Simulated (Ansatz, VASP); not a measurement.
## One calculation of SnTe, two programs

```xyz
2
Lattice="0.0000 3.6111 3.6111 3.6111 0.0000 3.6111 3.6111 3.6111 0.0000" Properties=species:S:1:pos:R:3 pbc="T T T"
Te    1.8056    1.8056    1.8056
Sn    0.0000    0.0000    0.0000
```

Alike in both runs: task single point; functional PBE; k mesh 7 × 7 × 7; occupations gaussian, width 0.05 eV; no spin polarisation.

|  | VASP | Ansatz |
| --- | --- | --- |
| version | VASP 6.6.1 | Ansatz 0.2.0 |
| potentials or method | VASP PAW PBE potentials, release 64 (Te, Sn_d), cutoff 520 eV | all-electron LAPW, scalar-relativistic |

Ansatz gave:

```
gap on the k mesh at the Fermi level (eV) : 0.33
least direct gap on the mesh (eV)         : 0.83
pressure (GPa)                            : 0.0
```

**Question.** Estimate VASP's values.

**Answer.** gap on the k mesh at the Fermi level (eV): 0.33; least direct gap on the mesh (eV): 0.83; pressure (GPa): -0.1.

Ansatz ran all-electron here, and VASP with PAW potentials.

Spin-orbit coupling is off throughout.
